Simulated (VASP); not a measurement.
Write the native input for VASP 6.6.1 that does the following.

```
Task                    : single point
Functional              : PBE
Potentials or basis     : VASP PAW PBE potentials, release 64 (Mn_pv, Sb)
Cutoff                  : 520 eV
k mesh                  : 11 × 11 × 11
Occupations             : fermi-dirac, width 0.03 eV
Spin                    : collinear spin, ferromagnetic start
Starting moments        : [4.0, 0.0] μB
Dipole correction       : no
k mesh for the DOS      : 17 × 17 × 17
Occupations for the DOS : tetrahedron
Further INCAR settings  : ALGO = Normal; EDIFF = 1e-06
```

The system is MnSb (rocksalt type).

```
Mn Sb
1.0
     0.00000    2.78582    2.78582
     2.78582    0.00000    2.78582
     2.78582    2.78582    0.00000
Mn Sb
1 1
Direct
  0.00000 0.00000 0.00000
  0.50000 0.50000 0.50000
```

One way to write it, as run:

POSCAR

```
MnSb
1.0
    0.0000000000      2.7858175354      2.7858175354
    2.7858175354      0.0000000000      2.7858175354
    2.7858175354      2.7858175354      0.0000000000
Mn Sb
1 1
Direct
    0.0000000000      0.0000000000      0.0000000000
    0.5000000000      0.5000000000      0.5000000000
```

INCAR.step1

```
SYSTEM = MnSb
PREC     = Accurate       ! precision mode
ENCUT    = 520            ! plane-wave cutoff, eV
EDIFF    = 1E-6           ! SCF threshold, eV
ISMEAR   = -1             ! smearing method
SIGMA    = 0.03           ! smearing width, eV
LREAL    = .FALSE.        ! projectors in reciprocal space
LASPH    = .TRUE.         ! aspherical terms in the spheres
NELM     = 150            ! most SCF steps
ALGO     = Normal         ! electronic algorithm
ISIF     = 2              ! what is computed and relaxed
LWAVE    = .FALSE.        ! write WAVECAR
LCHARG   = .TRUE.         ! write CHGCAR
ISPIN    = 2              ! spin polarisation
MAGMOM   = 4 0            ! initial moments
LMAXMIX  = 4              ! l up to which the mixer works
GGA      = PE             ! functional
NBANDS   = 20             ! bands
```

KPOINTS.step1

```
regular mesh
0
G
  11 11 11
  0 0 0
```

INCAR.step2

```
SYSTEM = MnSb
PREC     = Accurate       ! precision mode
ENCUT    = 520            ! plane-wave cutoff, eV
EDIFF    = 1E-6           ! SCF threshold, eV
ISMEAR   = -5             ! smearing method
SIGMA    = 0.03           ! smearing width, eV
LREAL    = .FALSE.        ! projectors in reciprocal space
LASPH    = .TRUE.         ! aspherical terms in the spheres
NELM     = 150            ! most SCF steps
ALGO     = Normal         ! electronic algorithm
ISIF     = 2              ! what is computed and relaxed
LWAVE    = .FALSE.        ! write WAVECAR
LCHARG   = .FALSE.        ! write CHGCAR
ISPIN    = 2              ! spin polarisation
MAGMOM   = 4 0            ! initial moments
LORBIT   = 10             ! projections on sites
LMAXMIX  = 4              ! l up to which the mixer works
GGA      = PE             ! functional
NEDOS    = 1001           ! points of the DOS
ICHARG   = 11             ! starting density
```

KPOINTS.step2

```
regular mesh
0
G
  17 17 17
  0 0 0
```

Potentials or basis: VASP PAW PBE potentials, release 64 (Mn_pv, Sb).

The run is started by

```bash
$ cat potpaw_PBE.64/Mn_pv/POTCAR potpaw_PBE.64/Sb/POTCAR > POTCAR
$ cp INCAR.step1 INCAR
$ cp KPOINTS.step1 KPOINTS
$ mpirun -np 1 vasp_std > vasp.out
$ cp INCAR.step2 INCAR
$ cp KPOINTS.step2 KPOINTS
$ mpirun -np 1 vasp_std > vasp.out
```

Results of the run:

```json
{
 "Net moment": "3.78 μB per cell",
 "Site moments": "Mn +3.74; Sb -0.10 μB",
 "Valence electrons inside the program's atomic spheres": "Mn 11.47; Sb 2.48"
}
```

Caveat: a cell with one magnetic atom can't hold antiferromagnetic order, which such compounds often take.

Wall time 99 s on 1 thread of AMD EPYC 9R45 96-Core Processor (Zen 5), with other jobs on the host, peak memory 0.29 GiB.
